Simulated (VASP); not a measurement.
Crystal: InAs.

```
In As
1.0
     0.00000    2.90858    3.05459
     2.90858    0.00000    3.05459
     2.90858    2.90858    0.00000
In As
1 1
Direct
  0.00000 0.00000 0.00000
  0.25000 0.25000 0.25000
```

This cell differs from its parent crystal: biaxial xy strain -4.8%.

Base run:

| Quantity | Value |
| --- | --- |
| Program | VASP 6.6.1 |
| Functional | r2SCAN |
| Potentials or basis | VASP PAW PBE potentials, release 64 (In_d, As) |
| Cutoff | 550 eV |
| k mesh | 8 × 8 × 8 |
| Occupations | fermi-dirac, width 0.02 eV |
| Spin | no spin polarisation |

Its results: band gap on the k mesh 0.52 eV, direct; pressure 7.0 GPa.

Task: The run is repeated on the same cell with these changes: functional from r2SCAN to PBE; cutoff from 550 eV to 500 eV. What comes out?

Result: Band gap on the k mesh 0.05 eV, direct; pressure 9.1 GPa.

r2SCAN gives the wider gap, since meta-GGAs in the generalised Kohn-Sham scheme recover part of the derivative discontinuity.

Caveats: spin-orbit coupling is left out, which moves the levels of the heavy elements; the PAW data sets were made with another functional, which shifts forces and pressure a little (some runs).

